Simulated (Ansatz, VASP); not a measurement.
## CdS in VASP and in Ansatz

INCAR

```
SYSTEM = CdS
PREC     = Accurate       ! precision mode
ENCUT    = 520            ! plane-wave cutoff, eV
EDIFF    = 1E-6           ! SCF threshold, eV
ISMEAR   = -1             ! smearing method
SIGMA    = 0.02           ! smearing width, eV
LREAL    = .False.        ! projectors in reciprocal space
LASPH    = .True.         ! aspherical terms in the spheres
NELM     = 100            ! most SCF steps
ALGO     = Normal         ! electronic algorithm
ISIF     = 2              ! what is computed and relaxed
LWAVE    = .False.        ! write WAVECAR
LCHARG   = .False.        ! write CHGCAR
GGA      = CA             ! functional
NBANDS   = 26             ! bands
```

File KPOINTS:

```
regular mesh
0
Gamma
  8 8 4
  0 0 0
```

POSCAR

```
CdS
1.0
    4.1761471954      0.0000000000      0.0000000000
   -2.0880735977      3.6166495612      0.0000000000
    0.0000000000      0.0000000000      6.7490000000
Cd S
2 2
Direct
    0.3333333333      0.6666666667      0.0000000000
    0.6666666667      0.3333333333      0.5000000000
    0.3333333333      0.6666666667      0.3850000000
    0.6666666667      0.3333333333      0.8850000000
```

Input for Ansatz:

```yaml
crystal:
  lattice:
    - [4.1761471954, 0.0, 0.0]
    - [-2.0880735977, 3.6166495612, 0.0]
    - [0.0, 0.0, 6.749]
  atoms:
    - { symbol: Cd, position: [0.3333333333, 0.6666666667, 0.0] }
    - { symbol: Cd, position: [0.6666666667, 0.3333333333, 0.5] }
    - { symbol: S, position: [0.3333333333, 0.6666666667, 0.385] }
    - { symbol: S, position: [0.6666666667, 0.3333333333, 0.885] }
kpoints:
  mp_grid: { grid: [8, 8, 4] }
  band_path:
    path:
      - [0.0, 0.0, 0.0]
      - [0.5, 0.0, 0.0]
      - [0.3333333333, 0.3333333333, 0.0]
      - [0.0, 0.0, 0.0]
      - [0.0, 0.0, 0.5]
      - [0.5, 0.0, 0.5]
      - [0.3333333333, 0.3333333333, 0.5]
      - [0.0, 0.0, 0.5]
      - [0.5, 0.0, 0.5]
    npoints: 5
scf:
  occupations: { method: fermi_dirac, width: 0.02 }
hamiltonian:
  xc: lda
  pseudopotentials: { kind: all_electron, lapw: { basis_error: 0.001 } }
output:
  forces: true
  stress: true
  eigenvalues: true
```

Change from the starting cell: equal xx and yy strain of +1 %.

Alike in both runs: task single point; functional LDA; k mesh 8 × 8 × 4; occupations fermi-dirac, width 0.02 eV; no spin polarisation.

|  | VASP | Ansatz |
| --- | --- | --- |
| version | VASP 6.6.1 | Ansatz 0.2.0 |
| potentials or method | VASP PAW LDA potentials, release 64 (Cd, S), cutoff 520 eV | all-electron LAPW, scalar-relativistic |

```csv
,VASP,Ansatz,Ansatz less VASP
gap on the k mesh at the Fermi level (eV),0.93,0.91,-0.027
pressure (GPa),-3.4,-3.8,-0.37
"traceless stress, the component that is largest in VASP (GPa)",-0.54,-0.49,+0.053
rms of the force components (eV/Å),0.105,0.101,-0.0038
```

LDA's correlation is that of Perdew and Zunger in VASP and of Perdew and Wang (1992) in Ansatz. Atom by atom the forces differ by 0.004 eV/Å (rms over components). Ansatz ran all-electron here, and VASP with PAW potentials.
